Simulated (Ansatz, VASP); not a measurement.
# One calculation of Li2S, two programs

```
S Li
1.0
     0.00000    2.84529    2.84529
     2.84529    0.00000    2.84529
     2.84529    2.84529    0.00000
S Li
1 2
Cartesian
  0.0000 0.0000 0.0000
  1.4226 1.4226 1.4226
  4.2679 4.2679 4.2679
```

Alike in both runs: task single point; functional HSE06; k mesh 4 × 4 × 4; no spin polarisation.

|  | VASP | Ansatz |
| --- | --- | --- |
| version | VASP 6.6.1 | Ansatz 0.2.0 |
| potentials or method | VASP PAW PBE potentials, release 64 (S, Li_sv) | plane waves, PAW |
| plane-wave cutoff (eV) | 650 | 420 |
| occupations | gaussian, width 0.01 eV | fixed |
| valence electrons in the cell | 12 | 12 |

```tsv
	VASP	Ansatz	Ansatz less VASP
gap on the k mesh at the Fermi level (eV)	4.33	4.34	+0.005
pressure (GPa)	-0.5	-0.3	+0.19
```

Ansatz's warnings: stress exchange threshold loose, stress scf threshold loose.

The k mesh is coarse, so the values compare programs but aren't converged.
